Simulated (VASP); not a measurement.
# Ti (P6_3/mmc) in VASP: vibrations by perturbation theory with LDA

Aim: the vibrations by perturbation theory of Ti with LDA.

Program: VASP 6.6.1. These are calculated values, not measurements. Logs are shortened: lines on timing, memory, paths and dates and some standing lists are left out, and cuts for length are marked.

**1. The cell of the first run**

It takes space group P6_3/mmc (No. 194, hexagonal). Conventional cell: a = 2.936 Å, b = 2.936 Å, c = 4.641 Å, α = 90.00°, β = 90.00°, γ = 120.00°. Ti (site symmetry -6m2) has 12 Ti at 2.87 to 2.94 Å within 3.8 Å.

**2. Vibrations by perturbation theory, LDA**

Input file INCAR:

```
SYSTEM = Ti
ALGO = Normal ; EDIFF = 1E-8
ENCUT = 500 ; GGA = CA
GGA_COMPAT = .FALSE. ; IBRION = 8
ISIF = 2 ; ISMEAR = -1
LASPH = .TRUE. ; LCHARG = .FALSE.
LREAL = .FALSE. ; LWAVE = .FALSE.
NBANDS = 19 ; NELM = 120
NSW = 1 ; PREC = Accurate
SIGMA = 0.15
```

Input file KPOINTS:

```
k-points
0
G
  15 15 8
  0 0 0
```

Input file POSCAR:

```
Ti
1.0
    2.9357319192      0.0000000000      0.0000000000
   -1.4678659596      2.5424184207      0.0000000000
    0.0000000000      0.0000000000      4.6408561500
Ti
2
Direct
    0.3333333333      0.6666666667      0.2500000000
    0.6666666667      0.3333333333      0.7500000000
```

Potentials or basis: VASP PAW LDA potentials, release 64 (Ti_sv).

Command:

```bash
$ cat potpaw_LDA.64/Ti_sv/POTCAR > POTCAR
$ mpirun -np 1 vasp_std > vasp.out
```

OUTCAR:

```text
SYSTEM = Ti
   EDIFF = 1E-8
   ENCUT = 500
   GGA = CA
   IBRION = 8
   ISIF = 2
   ISMEAR = -1
   LASPH = .TRUE.
   LREAL = .FALSE.
   NELM = 120
   NSW = 1
   PREC = Accurate

 ion  position               nearest neighbor table
   1  0.333  0.667  0.250-   2 2.87   2 2.87   2 2.87   2 2.87   2 2.87   2 2.87
   2  0.667  0.333  0.750-   1 2.87   1 2.87   1 2.87   1 2.87   1 2.87   1 2.87

  LATTYP: Found a hexagonal cell.
 ALAT       =     2.9357319192
 C/A-ratio  =     1.5808174172

  Lattice vectors:

 A1 = (   2.9357319192,   0.0000000000,   0.0000000000)
 A2 = (  -1.4678659596,   2.5424184207,   0.0000000000)
 A3 = (   0.0000000000,   0.0000000000,   4.6408561500)

Analysis of symmetry for initial positions (statically):
=====================================================================
 Subroutine PRICEL returns:
 Original cell was already a primitive cell.

 Routine SETGRP: Setting up the symmetry group for a
 hexagonal supercell.

 Subroutine GETGRP returns: Found 24 space group operations
 (whereof 12 operations were pure point group operations)
 out of a pool of 24 trial point group operations.

The static configuration has the point symmetry D_3d.
 The point group associated with its full space group is D_6h.

Analysis of symmetry for dynamics (positions and initial velocities):
=====================================================================
 Subroutine PRICEL returns:
 Original cell was already a primitive cell.

 Routine SETGRP: Setting up the symmetry group for a
 hexagonal supercell.

 Subroutine GETGRP returns: Found 24 space group operations
 (whereof 12 operations were pure point group operations)
 out of a pool of 24 trial point group operations.

The dynamic configuration has the point symmetry D_3d.
 The point group associated with its full space group is D_6h.

 Subroutine INISYM returns: Found 24 space group operations
 (whereof 12 operations are pure point group operations),
 and found     1 'primitive' translations

----------------------------------------------------------------------------------------

                                     Primitive cell

  volume of cell :      34.6387

  direct lattice vectors                    reciprocal lattice vectors
     2.935731919  0.000000000  0.000000000     0.340630557  0.196663144  0.000000000
    -1.467865960  2.542418421  0.000000000     0.000000000  0.393326288  0.000000000
     0.000000000  0.000000000  4.640856150     0.000000000  0.000000000  0.215477483

  length of vectors
     2.935731919  2.935731919  4.640856150     0.393326288  0.393326288  0.215477483

  position of ions in fractional coordinates (direct lattice)
     0.333333333  0.666666667  0.250000000
     0.666666667  0.333333333  0.750000000

  ion indices of the primitive-cell ions
   primitive index   ion index
                 1           1
                 2           2

----------------------------------------------------------------------------------------

 KPOINTS: k-points

Automatic generation of k-mesh.
 Grid dimensions read from file:
 generate k-points for:   15   15    8

 Generating k-lattice:

  Cartesian coordinates                     Fractional coordinates (reciprocal lattice)
     0.022708704  0.013110876  0.000000000     0.066666667  0.000000000  0.000000000
     0.000000000  0.026221753  0.000000000     0.000000000  0.066666667  0.000000000
[... 83 lines left out ...]
   GGA     = CA    functional components
   LHFCALC =     F    Hartree Fock is set to
   AEXX    =    0.0000 exact exchange contribution
   IVDW    =     0    specifies the selected vdW correction
   LEPSILON=     F    determine dielectric tensor
   LRPA    =     F    only Hartree local field effects (RPA)
 non-spin polarized calculation
  energy-cutoff  :      500.00
  volume of cell :       34.64
 maximum number of plane-waves:       911
 NGX is ok and might be reduce to    24
   NGX = 11   NGY = 11   NGZ = 17

--------------------------------------- Ionic step        1  -------------------------------------------

 number of electron      24.0000002 magnetization

 Free energy of the ion-electron system (eV)
  ---------------------------------------------------
  ext. energy  EPLUGINS =         0.00000000
  ---------------------------------------------------
  free energy    TOTEN  =       -17.12324115 eV

  energy without entropy =      -16.92725003  energy(sigma->0) =      -17.02524559

 E-fermi :   8.0752     XC(G=0): -11.7962

 val. band max:        8.0399131932   @ k =   0.1333   0.0667   0.1250
 cond. band min:       8.0851493128   @ k =   0.4000   0.2000   0.5000
 fundamental gap:      0.0452361196
 Fermi energy:         8.0751756465

 k-point     1 :       0.0000    0.0000    0.0000
  band No.  band energies     occupation
      1     -48.0184      2.00000
      2     -47.8709      2.00000
      3     -24.9937      2.00000
      4     -24.3440      2.00000
      5     -24.3440      2.00000
      6     -24.2503      2.00000
[... 505 lines left out ...]
      6     -24.5789      2.00000
[... 11 lines left out ...]
     18      11.5012      0.00000
     19      13.1657      0.00000

 [... further k-points ...]

------------------------ aborting loop because EDIFF is reached ----------------------------------------

  FORCE on cell =-STRESS in cart. coord.  units (eV):
  Direction    XX          YY          ZZ          XY          YZ          ZX
  --------------------------------------------------------------------------------------
  -------------------------------------------------------------------------------------
  Total       -1.6929600     -1.6929600     -1.6654254      0.0000000      0.0000000      0.0000000
  in kB      -78.3061269    -78.3061269    -77.0325438      0.0000000      0.0000000      0.0000000
  external PRESSURE =     -77.8815992 kB  Pullay stress =       0.0000000 kB

 VOLUME and BASIS-vectors are now :
 -----------------------------------------------------------------------------
  energy-cutoff  :      500.00
  volume of cell :       34.64
      direct lattice vectors                 reciprocal lattice vectors
     2.935731919  0.000000000  0.000000000     0.340630557  0.196663144  0.000000000
    -1.467865960  2.542418421  0.000000000     0.000000000  0.393326288  0.000000000
     0.000000000  0.000000000  4.640856150     0.000000000  0.000000000  0.215477483

 POSITION                                       TOTAL-FORCE (eV/Angst)
 -----------------------------------------------------------------------------------
     -0.00000      1.69495      1.16021         0.000000      0.000000      0.000000
      1.46787      0.84747      3.48064        -0.000000     -0.000000      0.000000
 -----------------------------------------------------------------------------------
    total drift:                               -0.000000      0.000000     -0.000000

  FREE ENERGIE OF THE ION-ELECTRON SYSTEM (eV)
  ---------------------------------------------------
  free  energy   TOTEN  =       -17.1232411502 eV

  energy  without entropy=      -16.9272500266  energy(sigma->0) =      -17.02524559

[... ionic steps 2 to 3 ...]

--------------------------------------- Ionic step        4  -------------------------------------------

------------------------ aborting loop because EDIFF is reached ----------------------------------------

[... ionic steps 5 to 5 ...]

--------------------------------------- Ionic step        6  -------------------------------------------

 Free energy of the ion-electron system (eV)
  ---------------------------------------------------
  ---------------------------------------------------
  free energy    TOTEN  =        -0.63496524 eV

  energy without entropy =       -0.63496524

------------------------ aborting loop because EDIFF is reached ----------------------------------------

 INTERNAL STRAIN TENSOR  FOR ION    1  DIRECTION 3   (eV/Angst):
 -----------------------------------------------------------------------------
    -0.02192  0.00000  0.00000
     0.00000 -0.02192  0.00000
     0.00000  0.00000  0.04232

 INTERNAL STRAIN TENSOR FOR ION    2 for displacements in x,y,z  (eV/Angst):
          X           Y           Z          XY          YZ          ZX
  --------------------------------------------------------------------------------
  x    -0.00000     0.00000     0.00000     2.04590     0.00000     0.00000
  y     2.04590    -2.04590     0.00000     0.00000     0.00000     0.00000
  z    -0.00000     0.00000    -0.00000     0.00000     0.00000     0.00000

 SECOND DERIVATIVES (NOT SYMMETRIZED)
 ------------------------------------
               1X          1Y          1Z          2X          2Y          2Z
  1X    -0.922927    0.000000    0.000000    0.922927    0.000000    0.000000
  1Y     0.000000   -0.922927    0.000000    0.000000    0.922927    0.000000
  1Z     0.000000    0.000000   -2.805780   -0.000000   -0.000000    2.805780
  2X     0.922927    0.000000    0.000000   -0.922927    0.000000    0.000000
  2Y     0.000000    0.922927    0.000000    0.000000   -0.922927    0.000000
  2Z    -0.000000   -0.000000    2.805780    0.000000    0.000000   -2.805780

 Eigenvectors and eigenvalues of the dynamical matrix
 ----------------------------------------------------

   1 f  =    5.351992 THz    33.627557 2PiTHz  178.523233 cm-1    22.134050 meV
             X         Y         Z           dx          dy          dz
     -0.000000  1.694946  1.160214     0.000000    0.000000   -0.707107
      1.467866  0.847473  3.480642    -0.000000    0.000000    0.707107
[... 16 lines left out ...]
   5 f  =    0.000000 THz     0.000000 2PiTHz    0.000000 cm-1     0.000000 meV
             X         Y         Z           dx          dy          dz
     -0.000000  1.694946  1.160214    -0.000000   -0.000000    0.707107
      1.467866  0.847473  3.480642     0.000000    0.000000    0.707107

   6 f/i=    0.000000 THz     0.000000 2PiTHz    0.000001 cm-1     0.000000 meV
             X         Y         Z           dx          dy          dz
     -0.000000  1.694946  1.160214     0.707107   -0.000000   -0.000000
      1.467866  0.847473  3.480642     0.707107   -0.000000    0.000000

--------------------------------------------------------------------------------------------------------

 ELASTIC MODULI CONTR FROM IONIC RELAXATION (kBar)
 Direction    XX          YY          ZZ          XY          YZ          ZX
 --------------------------------------------------------------------------------
 XX        -209.7740    209.7740     -0.0000     -0.0000      0.0000      0.0000
 YY         209.7740   -209.7740      0.0000      0.0000     -0.0000      0.0000
 ZZ          -0.0000      0.0000     -0.0000      0.0000      0.0000      0.0000
 XY          -0.0000      0.0000      0.0000   -209.7740     -0.0000      0.0000
 YZ           0.0000     -0.0000      0.0000     -0.0000     -0.0000      0.0000
 ZX           0.0000      0.0000      0.0000      0.0000      0.0000      0.0000
 --------------------------------------------------------------------------------
```

Run time: 36 min. Hardware: 1 thread of Oxide Virtual Turin-like, shared host; peak memory 0.66 GiB.

What came out:

```yaml
Highest_phonon_frequency_at_Γ: 179 cm⁻¹
```

Phonon frequencies in cm⁻¹ (negative: imaginary):
```
              q point        frequencies
(0.000, 0.000, 0.000)  0 0 0 102 102 179
```

Caveat: the cell stands under pressure or tension, which shifts response properties.
